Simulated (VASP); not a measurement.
# W (I4/mmm) in VASP: a series of runs, part 2 of 2

VASP 6.6.1.

## (6) Single point, LDA (15.93 Å³/atom)

This run uses another cell than the first one, of 15.93 Å³/atom.

File INCAR:

```
SYSTEM = W
PREC = Accurate ; ENCUT = 520
EDIFF = 1E-7 ; ISMEAR = 0
SIGMA = 0.15 ; LREAL = .FALSE.
LASPH = .TRUE. ; NELM = 60
ALGO = Fast ; ISIF = 2
LWAVE = .FALSE. ; LCHARG = .TRUE.
GGA = CA ; LELF = .TRUE.
LVHAR = .TRUE. ; NBANDS = 13
```

File KPOINTS:

```
Automatic mesh
0
G
  22 22 22
  0 0 0
```

File POSCAR:

```
W
1.0
    0.0000000000      2.2909348084      1.5175152171
    2.2909348084      0.0000000000      1.5175152171
    2.2909348084      2.2909348084      0.0000000000
W
1
Direct
    0.0000000000      0.0000000000      0.0000000000
```

Potentials or basis: VASP PAW LDA potentials, release 64 (W_sv).

On the command line:

```console
cat potpaw_LDA.64/W_sv/POTCAR > POTCAR
mpirun -np 1 vasp_std > vasp.out
```

OUTCAR:

```text
SYSTEM = W
   PREC = Accurate
   ENCUT = 520
   EDIFF = 1E-7
   ISMEAR = 0
   LREAL = .FALSE.
   LASPH = .TRUE.
   NELM = 60
   ISIF = 2
   GGA = CA

 ion  position               nearest neighbor table
   1  0.000  0.000  0.000-

  LATTYP: Found a body centered tetragonal cell.
 ALAT       =     3.2398710766
 C/A-ratio  =     0.9367750637

  Lattice vectors:

 A1 = (   0.0000000000,  -2.2909348084,  -1.5175152171)
 A2 = (   0.0000000000,   2.2909348084,  -1.5175152171)
 A3 = (   2.2909348084,   0.0000000000,   1.5175152171)

Analysis of symmetry for initial positions (statically):
=====================================================================
 Subroutine PRICEL returns:
 Original cell was already a primitive cell.

 Routine SETGRP: Setting up the symmetry group for a
 body centered tetragonal supercell.

 Subroutine GETGRP returns: Found 16 space group operations
 (whereof 16 operations were pure point group operations)
 out of a pool of 16 trial point group operations.

The static configuration has the point symmetry D_4h.

Analysis of symmetry for dynamics (positions and initial velocities):
=====================================================================
 Subroutine PRICEL returns:
 Original cell was already a primitive cell.

 Routine SETGRP: Setting up the symmetry group for a
 body centered tetragonal supercell.

 Subroutine GETGRP returns: Found 16 space group operations
 (whereof 16 operations were pure point group operations)
 out of a pool of 16 trial point group operations.

The dynamic configuration has the point symmetry D_4h.

 Subroutine INISYM returns: Found 16 space group operations
 (whereof 16 operations are pure point group operations),
 and found     1 'primitive' translations

----------------------------------------------------------------------------------------
[... 116 lines left out ...]
   GGA     = CA    functional components
   LHFCALC =     F    Hartree Fock is set to
   AEXX    =    0.0000 exact exchange contribution
   IVDW    =     0    specifies the selected vdW correction
   LEPSILON=     F    determine dielectric tensor
   LRPA    =     F    only Hartree local field effects (RPA)
 non-spin polarized calculation
 RMM-DIIS sequential band-by-band and
 Gauss-broadening in eV      SIGMA  =   0.15
  energy-cutoff  :      520.00
  volume of cell :       15.93
 maximum number of plane-waves:       444
   NGX = 11   NGY = 11   NGZ = 13

 number of electron      14.0000002 magnetization

 Free energy of the ion-electron system (eV)
  ---------------------------------------------------
  ext. energy  EPLUGINS =         0.00000000
  ---------------------------------------------------
  free energy    TOTEN  =       -14.04970471 eV

  energy without entropy =      -14.04407751  energy(sigma->0) =      -14.04689111

 E-fermi :  11.2492     XC(G=0): -13.8008

 val. band max:       11.2422881334   @ k =  -0.2273   0.1364   0.0000
 cond. band min:      11.2550624888   @ k =   0.3636   0.2273   0.0455
 fundamental gap:      0.0127743555
 Fermi energy:        11.2491735400

 k-point     1 :       0.0000    0.0000    0.0000
  band No.  band energies     occupation
      1     -62.5011      2.00000
      2     -26.3303      2.00000
      3     -26.3303      2.00000
      4     -26.2893      2.00000
      5       1.7272      2.00000
      6       9.4467      2.00000
      7      10.3386      2.00000
      8      10.3386      2.00000
      9      12.7763      0.00000
     10      13.9681      0.00000
     11      25.4346      0.00000
     12      25.4346      0.00000
     13      26.7292      0.00000
[... 354 lines left out ...]
  band No.  band energies     occupation
      1     -62.3631      2.00000
      2     -27.5625      2.00000
      3     -26.7686      2.00000
      4     -26.3690      2.00000
      5       5.1380      2.00000
      6       7.5648      2.00000
      7      11.5246      0.00941
      8      13.2687      0.00000
      9      14.9741      0.00000
     10      17.0442      0.00000
     11      22.5370      0.00000
     12      23.5627      0.00000
     13      27.7864      0.00000

 [... further k-points ...]

------------------------ aborting loop because EDIFF is reached ----------------------------------------

  FORCE on cell =-STRESS in cart. coord.  units (eV):
  Direction    XX          YY          ZZ          XY          YZ          ZX
  --------------------------------------------------------------------------------------
  -------------------------------------------------------------------------------------
  Total       -1.4929562     -1.4929562      0.5847259      0.0000000     -0.0000000      0.0000000
  in kB     -150.1651437   -150.1651437     58.8131446      0.0000000     -0.0000000      0.0000000
  external PRESSURE =     -80.5057143 kB  Pullay stress =       0.0000000 kB

 VOLUME and BASIS-vectors are now :
 -----------------------------------------------------------------------------
  energy-cutoff  :      520.00
  volume of cell :       15.93
      direct lattice vectors                 reciprocal lattice vectors
     0.000000000  2.290934808  1.517515217    -0.218251518  0.218251518  0.329485988
     2.290934808  0.000000000  1.517515217     0.218251518 -0.218251518  0.329485988
     2.290934808  2.290934808  0.000000000     0.218251518  0.218251518 -0.329485988

 POSITION                                       TOTAL-FORCE (eV/Angst)
 -----------------------------------------------------------------------------------
      0.00000      0.00000      0.00000         0.000000      0.000000      0.000000
 -----------------------------------------------------------------------------------
    total drift:                               -0.000000     -0.000000     -0.000000

  FREE ENERGIE OF THE ION-ELECTRON SYSTEM (eV)
  ---------------------------------------------------
  free  energy   TOTEN  =       -14.0497047119 eV

  energy  without entropy=      -14.0440775148  energy(sigma->0) =      -14.04689111
```

OSZICAR:

```text
N       E                     dE             d eps       ncg     rms          rms(c)
DAV:   1     0.843347415611E+02    0.84335E+02   -0.74704E+03 21737   0.122E+03
DAV:   2    -0.130754002554E+02   -0.97410E+02   -0.93552E+02 24454   0.317E+02
DAV:   3    -0.147317900002E+02   -0.16564E+01   -0.16511E+01 23834   0.401E+01
DAV:   4    -0.147384691221E+02   -0.66791E-02   -0.66790E-02 24019   0.282E+00
DAV:   5    -0.147385242208E+02   -0.55099E-04   -0.55099E-04 24209   0.241E-01    0.209E+01
RMM:   6    -0.141926554799E+02    0.54587E+00   -0.41687E-01 23558   0.577E+00    0.853E+00
RMM:   7    -0.140541518701E+02    0.13850E+00   -0.27862E-01 23735   0.467E+00    0.775E-01
RMM:   8    -0.140498739922E+02    0.42779E-02   -0.10684E-02 26859   0.114E+00    0.225E-01
RMM:   9    -0.140497040973E+02    0.16989E-03   -0.15864E-03 26050   0.472E-01    0.205E-02
RMM:  10    -0.140497086437E+02   -0.45464E-05   -0.20597E-04 28153   0.180E-01    0.116E-02
RMM:  11    -0.140497038706E+02    0.47731E-05   -0.52165E-05 26955   0.839E-02    0.686E-03
RMM:  12    -0.140497045437E+02   -0.67310E-06   -0.98139E-06 28241   0.386E-02    0.148E-03
RMM:  13    -0.140497046695E+02   -0.12579E-06   -0.15204E-06 25040   0.152E-02    0.201E-03
RMM:  14    -0.140497047119E+02   -0.42397E-07   -0.45423E-07 20670   0.758E-03
   1 F= -.14049705E+02 E0= -.14046891E+02  d E =-.562720E-02
```

stdout:

```text
POSCAR found type information on POSCAR W
 POSCAR found :  1 types and       1 ions
 scaLAPACK will be used
 LDA part: xc-table for (Slater(with rela. corr.)+CA(PZ))
 , standard interpolation
 POSCAR, INCAR and KPOINTS ok, starting setup
 FFT: planning ... GRIDC
 FFT: planning ... GRID_SOFT
 FFT: planning ... GRID
 WAVECAR not read
 entering main loop
WARNING in EDDRMM: call to ZHEGV failed, returncode =   8  4     13
WARNING in EDDRMM: call to ZHEGV failed, returncode =   8  4     11
WARNING in EDDRMM: call to ZHEGV failed, returncode =   8  4     12
WARNING in EDDRMM: call to ZHEGV failed, returncode =   8  4     13
WARNING in EDDRMM: call to ZHEGV failed, returncode =   8  4     12
WARNING in EDDRMM: call to ZHEGV failed, returncode =   8  4     13
WARNING in EDDRMM: call to ZHEGV failed, returncode =   8  4     13
```

Run time: 88 s. Hardware: 1 thread of AMD EPYC 9R45 (Zen 5), shared host; peak memory 0.23 GiB.

Results:

```yaml
Free_energy: -14.0497 eV
Pressure: -8.1 GPa
Band_gap_on_the_k_mesh: zero (bands 7 and 8 overlap by 6.18 eV)
```

Stress tensor (GPa, compression positive):
```
-15.02   0.00   0.00
  0.00 -15.02   0.00
  0.00   0.00   5.88
```

Levels at points of the mesh, in eV from the Fermi level:
```
           k point  band 3  band 4  band 5  band 6  band 7  band 8  band 9  band 10  band 11  band 12
(0.00, 0.00, 0.00)  -37.58  -37.54   -9.52   -1.80   -0.91   -0.91    1.53     2.72    14.19    14.19
(0.50, 0.00, 0.00)  -38.01  -37.60   -6.22   -3.83    1.01    2.13    3.59     6.09    11.17    11.47
(0.50, 0.50, 0.00)  -38.53  -38.33   -5.90   -5.73    5.03    5.03    5.31     7.73     7.73     9.52
(0.50, 0.00, 0.50)  -37.91  -37.55   -6.24   -2.93    0.48    1.30    2.64     5.95    10.66    11.80
```

Caveat: the cell stands under tension; spin-orbit coupling is left out, which moves the levels of the heavy elements.

## (7) Overview

| cell | further INCAR settings | gap on the mesh (eV) | pressure (GPa) |
| --- | --- | --- | --- |
| a = 2.731, b = 2.731, c = 3.168 Å, angles 54.6, 54.6, 70.9°, 1 atom | ALGO = Fast; EDIFF = 1e-07; NBANDS = 13 | none | -3.7 |
| a = 2.733, b = 2.733, c = 3.223 Å, angles 53.9, 53.9, 72.2°, 1 atom | ALGO = Fast; EDIFF = 1e-06; NBANDS = 13 | none | -3.1 |
| a = 2.732, b = 2.732, c = 3.114 Å, angles 55.3, 55.3, 69.5°, 1 atom | ALGO = Fast; EDIFF = 1e-06; NBANDS = 13 | none | -3.5 |
| a = 2.746, b = 2.746, c = 3.185 Å, angles 54.6, 54.6, 70.9°, 1 atom | ALGO = Fast; EDIFF = 1e-06; NBANDS = 13 | none | -8.6 |
| a = 2.748, b = 2.748, c = 3.240 Å, angles 53.9, 53.9, 72.2°, 1 atom | ALGO = Fast; EDIFF = 1e-07; NBANDS = 13 | none | -8.1 |

Alike in all rows: task single point; level LDA; potentials or basis VASP PAW LDA potentials, release 64 (W_sv); no spin polarisation; k mesh 22 × 22 × 22; cutoff (eV) 520; smearing gaussian 0.15 eV.

Caveats: the cell stands under tension; spin-orbit coupling is left out, which moves the levels of the heavy elements.

Absolute energies hang on the potentials; compare differences alone.
